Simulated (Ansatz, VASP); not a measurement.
# AlN: VASP beside Ansatz

INCAR

```
SYSTEM = AlN
PREC = Accurate
ENCUT = 600
EDIFF = 1E-6
ISMEAR = 0
SIGMA = 0.1
LREAL = .False.
LASPH = .True.
NELM = 120
ALGO = Normal
ISIF = 2
LWAVE = .False.
LCHARG = .False.
GGA = PE
NBANDS = 11
GGA_COMPAT = .False.
```

KPOINTS

```
Automatic mesh
0
Gamma
  8 8 8
  0 0 0
```

Contents of POSCAR:

```
AlN
1.0
    0.0000000000      2.1900000000      2.1900000000
    2.1900000000      0.0000000000      2.1900000000
    2.1900000000      2.1900000000      0.0000000000
Al N
1 1
Direct
    0.0000000000      0.0000000000      0.0000000000
    0.2500000000      0.2500000000      0.2500000000
```

Input for Ansatz:

```yaml
crystal:
  lattice:
    - [0.0, 2.19, 2.19]
    - [2.19, 0.0, 2.19]
    - [2.19, 2.19, 0.0]
  atoms:
    - { symbol: Al, position: [0.0, 0.0, 0.0] }
    - { symbol: "N", position: [0.25, 0.25, 0.25] }
basis:
  ecutwfc: 420
kpoints:
  mp_grid: { grid: [8, 8, 8] }
hamiltonian:
  xc: pbe
  pseudopotentials: { kind: paw, azcp: { folder: soft_1 } }
scf:
  occupations: { method: gaussian, width: 0.1 }
output:
  forces: true
  stress: true
  eigenvalues: true
```

Alike in both runs: task single point; functional PBE; k mesh 8 × 8 × 8; occupations gaussian, width 0.1 eV; no spin polarisation.

|  | VASP | Ansatz |
| --- | --- | --- |
| version | VASP 6.6.1 | Ansatz 0.2.0 |
| potentials or method | VASP PAW PBE potentials, release 64 (Al, N), cutoff 600 eV | scalar-relativistic, plane waves, PAW |
| valence electrons in the cell | 8 | 8 |

|  | VASP | Ansatz | Ansatz less VASP |
| --- | --- | --- | --- |
| gap on the k mesh at the Fermi level (eV) | 3.31 | 3.32 | +0.006 |
| least direct gap on the mesh (eV) | 4.12 | 4.11 | -0.009 |
| pressure (GPa) | 2.7 | 3.1 | +0.32 |
